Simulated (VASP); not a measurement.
SiNi3, 4 atoms in the cell. The structure is cubic, space group Pm-3m (No. 221). The conventional cell has a = 3.542 Å, b = 3.542 Å, c = 3.542 Å, α = 90.00°, β = 90.00°, γ = 90.00°. Within 3.3 Å of Ni (site symmetry 4/mmm) lie 8 Ni at 2.50 Å and 4 Si at 2.50 Å. Within 3.3 Å of Si (site symmetry m-3m) lie 12 Ni at 2.50 Å. 

```yaml
Program: VASP 6.6.1
Task: single point
Functional: PBE
Potentials_or_basis: VASP PAW PBE potentials, release 64 (Ni, Si)
Cutoff: 520 eV
k_mesh: 8 × 8 × 8
Occupations: gaussian, width 0.024 eV
Spin: collinear spin, ferromagnetic start
Starting_moments: "[1.0, 1.0, 1.0, 0.0] μB"
Dipole_correction: no
Further_INCAR_settings: ALGO = Normal; EDIFF = 1e-07; NBANDS = 29
```

Potentials or basis: VASP PAW PBE potentials, release 64 (Ni, Si).

Launch:

```console
$ cat potpaw_PBE.64/Ni/POTCAR potpaw_PBE.64/Si/POTCAR > POTCAR
$ mpirun -np 1 vasp_std > vasp.out
```

Hardware: 1 thread of Intel Xeon 6975P-C (shared host).

Question: Estimate the wall time of this run.

Answer: It took 77 s on 1 thread of Intel Xeon 6975P-C, on a shared host, peak memory 0.21 GiB. Counts: scf iterations 17, k points 35.
